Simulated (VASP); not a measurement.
A run of VASP 6.6.1 is set up as follows.

Contents of INCAR:

```
SYSTEM = LiPb4S8
ALGO     = Normal         ! electronic algorithm
EDIFF    = 1E-7           ! SCF threshold, eV
ENCUT    = 520            ! plane-wave cutoff, eV
GGA      = PE             ! functional
ISIF     = 2              ! what is computed and relaxed
ISMEAR   = -1             ! smearing method
ISPIN    = 2              ! spin polarisation
LASPH    = .TRUE.         ! aspherical terms in the spheres
LCHARG   = .TRUE.         ! write CHGCAR
LELF     = .TRUE.         ! ELF
LORBIT   = 11             ! projections on sites
LREAL    = .FALSE.        ! projectors in reciprocal space
LVHAR    = .TRUE.       
LWAVE    = .FALSE.        ! write WAVECAR
MAGMOM   = 0 0 0 0 0 0 0 0 0 0 0 0 0 ! initial moments
NBANDS   = 70             ! bands
NELM     = 150            ! most SCF steps
PREC     = Accurate       ! precision mode
SIGMA    = 0.05           ! smearing width, eV
```

File KPOINTS:

```
k-points
0
G
  2 2 2
  0 0 0
```

POSCAR

```
LiPb4S8
1.0
    6.1499340000      0.0000000000      0.0000000000
    0.0000000000      6.1499340000      0.0000000000
    0.0000000000      0.0000000000      7.5531970000
Pb S Li
4 8 1
Direct
   -0.0130664817      0.0037234546      0.7604724198
    0.0579609472     -0.0401336014      0.2258013395
    0.4524300586      0.5522872278      0.2552123293
    0.5109035316      0.4920787768      0.7448066031
    0.6284856065      0.1494058310     -0.0172428973
    0.8898010938      0.3670800370      0.5197724884
    0.3689673743      0.1206048715      0.4987619150
    0.1318170244      0.3809214863     -0.0013926553
    0.1077514003      0.6337176952      0.5026382868
    0.3830606963      0.8590022267     -0.0065359079
    0.8717891932      0.5994062701      0.0108380597
    0.6304422129      0.8993870503      0.4892300572
    0.6979117174      0.1949607914      0.2851405835
```

Potentials or basis: VASP PAW PBE potentials, release 64 (Pb_d, S, Li_sv).

The run is started by

```bash
$ cat potpaw_PBE.64/Pb_d/POTCAR potpaw_PBE.64/S/POTCAR potpaw_PBE.64/Li_sv/POTCAR > POTCAR
$ mpirun -np 1 vasp_std > vasp.out
```

**Question.** Estimate the largest force.

**Answer.** 0.419 eV/Å.

**Question.** Estimate the net moment.

**Answer.** 0.00 μB per cell.

Forces in eV/Å, atoms in the order of the input:
```
Pb  -0.002  0.012  0.103
Pb  -0.042  0.041 -0.153
Pb   0.025  0.041 -0.157
Pb  -0.025 -0.019  0.108
S    0.275  0.179 -0.044
S    0.292  0.278 -0.118
S    0.081 -0.100 -0.038
S   -0.111  0.028 -0.024
S   -0.261 -0.254  0.068
S   -0.139 -0.065  0.079
S    0.149 -0.004 -0.044
S   -0.041  0.031  0.076
Li  -0.200 -0.166  0.143
```

Caveat: the k points lie up to 0.51 Å⁻¹ apart.
